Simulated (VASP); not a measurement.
Input of a VASP 6.6.1 run:

INCAR

```
SYSTEM = MnO2
  ALGO = Normal
  EDIFF = 1E-6
  ENCUT = 520
  GGA = PE
  ISIF = 2
  ISMEAR = -1
  ISPIN = 2
  LASPH = .TRUE.
  LCHARG = .FALSE.
  LMAXMIX = 4
  LORBIT = 11
  LREAL = .FALSE.
  LWAVE = .FALSE.
  MAGMOM = 4 4 0 0 0 0
  NBANDS = 38
  NELM = 150
  PREC = Accurate
  SIGMA = 0.05
```

The input KPOINTS:

```
k-points
0
G
  6 6 9
  0 0 0
```

Contents of POSCAR:

```
MnO2
1.0
    4.3305759700      0.0000000000      0.0000000000
    0.0000000000      4.4623126700      0.0000000000
    0.0000000000      0.0000000000      2.8624768000
Mn O
2 4
Direct
    0.5000000000      0.5000000000      0.5000000000
    0.0000000000      0.0000000000      0.0000000000
    0.2139923600      0.8229626700      0.5000000000
    0.2860076400      0.3229626700      0.0000000000
    0.7139923600      0.6770373300      0.0000000000
    0.7860076400      0.1770373300      0.5000000000
```

Potentials or basis: VASP PAW PBE potentials, release 64 (Mn_pv, O).

Command:

```console
$ cat potpaw_PBE.64/Mn_pv/POTCAR potpaw_PBE.64/O/POTCAR > POTCAR
$ mpirun -np 1 vasp_std > vasp.out
```

Question: Estimate the site moments.

Answer: Mn +2.71; O +0.09 μB.

Question: Estimate the pressure.

Answer: 6.9 GPa.

Forces on the atoms (eV/Å):
```
Mn   0.000  0.000  0.000
Mn   0.000  0.000  0.000
O    0.069  0.009  0.000
O   -0.069  0.009  0.000
O    0.069 -0.009  0.000
O   -0.069 -0.009  0.000
```

Caveat: the cell stands under pressure; the run started ferromagnetic, and an antiferromagnetic order may lie lower in energy.
